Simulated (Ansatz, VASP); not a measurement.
## One calculation of Ca, two programs

INCAR

```
SYSTEM = Ca
PREC = Accurate
ENCUT = 520
EDIFF = 1E-6
ISMEAR = 0
SIGMA = 0.15
LREAL = .False.
LASPH = .True.
NELM = 80
ALGO = Fast
ISIF = 2
LWAVE = .False.
LCHARG = .False.
GGA = PE
NBANDS = 11
```

KPOINTS

```
regular mesh
0
Gamma
  16 16 16
  0 0 0
```

The input POSCAR:

```
Ca
1.0
   -2.1500747810      2.1500747810      2.2510176802
    2.1500747810     -2.1500747810      2.2510176802
    2.1500747810      2.1500747810     -2.2510176802
Ca
1
Direct
    0.5000000000      0.5000000000      0.0000000000
```

Input for Ansatz:

```yaml
crystal:
  lattice:
    - [-2.150074781, 2.150074781, 2.2510176802]
    - [2.150074781, -2.150074781, 2.2510176802]
    - [2.150074781, 2.150074781, -2.2510176802]
  atoms:
    - { symbol: Ca, position: [0.5, 0.5, 0.0] }
basis:
  ecutwfc: 420
kpoints:
  mp_grid: { grid: [16, 16, 16] }
hamiltonian:
  xc: pbe
scf:
  occupations: { method: gaussian, width: 0.15 }
output:
  forces: true
  stress: true
  eigenvalues: true
```

Change from the starting cell: strain -0.025 along x and y, +0.025 along z, atoms carried along.

Alike in both runs: task single point; functional PBE; k mesh 16 × 16 × 16; occupations gaussian, width 0.15 eV; no spin polarisation.

```csv
,VASP,Ansatz
version,VASP 6.6.1,Ansatz 0.2.0
potentials or method,"VASP PAW PBE potentials, release 64 (Ca_sv), cutoff 520 eV","scalar-relativistic, plane waves, PAW"
valence electrons in the cell,10,10
```

```csv
,VASP,Ansatz,Ansatz less VASP
gap on the k mesh at the Fermi level (eV),none,none,-
pressure (GPa),0.2,0.2,0.00
"traceless stress, the component that is largest in VASP (GPa)",0.08,0.08,+0.001
```

A gap of «none» marks a metal or a gap that the smearing closes.
